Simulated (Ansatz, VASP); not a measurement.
## TaO in VASP and in Ansatz

Contents of INCAR:

```
PREC     = Accurate       # precision mode
ENCUT    = 600            # plane-wave cutoff, eV
EDIFF    = 1E-6           # SCF threshold, eV
ISMEAR   = -1             # smearing method
SIGMA    = 0.05           # smearing width, eV
LREAL    = False          # projectors in reciprocal space
LASPH    = True           # aspherical terms in the spheres
NELM     = 120            # most SCF steps
ALGO     = Normal         # electronic algorithm
ISIF     = 2              # what is computed and relaxed
LWAVE    = False          # write WAVECAR
LCHARG   = False          # write CHGCAR
GGA      = PE             # functional
NBANDS   = 16             # bands
GGA_COMPAT= False
```

The input KPOINTS:

```
regular mesh
0
Gamma
  10 10 7
```

POSCAR

```
TaO
1.0
    3.0035187638      0.0000000000      0.0000000000
   -1.5017642798      2.6011243821      0.0000000000
    0.0000000000      0.0000000000      3.7763240408
Ta O
1 1
Direct
    0.0000000000      0.0000000000      0.5000000000
    0.0000000000      0.0000000000      0.0000000000
```

The input input.yaml:

```yaml
crystal:
  lattice:
    - [3.0035187638, 0.0, 0.0]
    - [-1.5017642798, 2.6011243821, 0.0]
    - [0.0, 0.0, 3.7763240408]
  atoms:
    - { symbol: Ta, position: [0.0, 0.0, 0.5] }
    - { symbol: O, position: [0.0, 0.0, 0.0] }
hamiltonian:
  xc: pbe
  pseudopotentials: { kind: paw, azcp: { folder: soft_1 } }
kpoints:
  mp_grid: { grid: [10, 10, 7] }
scf:
  occupations: { method: fermi_dirac, width: 0.05 }
output:
  forces: true
  stress: true
  eigenvalues: true
  write_density: true
  write_potential: true
  elf: true
  volumetric_format: npy
```

Alike in both runs: task single point; functional PBE; k mesh 10 × 10 × 7; occupations fermi-dirac, width 0.05 eV; no spin polarisation.

|  | VASP | Ansatz |
| --- | --- | --- |
| version | VASP 6.6.1 | Ansatz 0.2.0 |
| potentials or method | VASP PAW PBE potentials, release 64 (Ta_pv, O) | Ansatz PAW soft_1 |
| plane-wave cutoff (eV) | 600 | 420 |
| valence electrons in the cell | 17 | 19 |

|  | VASP | Ansatz | Ansatz less VASP |
| --- | --- | --- | --- |
| gap on the k mesh at the Fermi level (eV) | none | none | - |
| pressure (GPa) | 13.7 | 13.1 | -0.57 |
| traceless stress, the component that is largest in VASP (GPa) | 16.99 | 15.44 | -1.553 |

A gap of «none» marks a metal or a gap that the smearing closes. The functional is the same, so the differences come from potentials, cutoffs and numerics. VASP's potentials hold 17 valence electrons a cell and Ansatz's 19, so a difference there can come from the potentials and not from the codes.

Spin-orbit coupling is off throughout.
